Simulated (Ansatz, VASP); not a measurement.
Two plane-wave programs on BN

```
CELL_PARAMETERS angstrom
2.52269 0.00000 0.00000
-1.26134 2.18471 0.00000
0.00000 0.00000 4.17435
ATOMIC_POSITIONS crystal
B 0.66667 0.33333 0.00030
B 0.33333 0.66667 0.50030
N 0.66667 0.33333 0.37470
N 0.33333 0.66667 0.87470
```

Alike in both runs: functional LDA; k mesh 12 × 12 × 6; occupations fermi-dirac, width 0.02 eV; no spin polarisation.

Ansatz relaxed the structure, and its values are those at the end. VASP's run is a single point on that final structure, the one shown.

|  | VASP | Ansatz |
| --- | --- | --- |
| version | VASP 6.6.1 | Ansatz 0.2.0 |
| potentials or method | VASP PAW LDA potentials, release 64 (B_h, N_h), cutoff 910 eV | PAW plane waves |
| valence electrons in the cell | 16 | 16 |

|  | VASP | Ansatz | Ansatz less VASP |
| --- | --- | --- | --- |
| gap on the k mesh at the Fermi level (eV) | 4.91 | 4.92 | +0.017 |

Ansatz warns that its potentials were made for another functional, while VASP's fit it. LDA's correlation is that of Perdew and Zunger in VASP and of Perdew and Wang (1992) in Ansatz.

Noted on VASP's run: the cutoff is short for stress, so the pressure is rough.
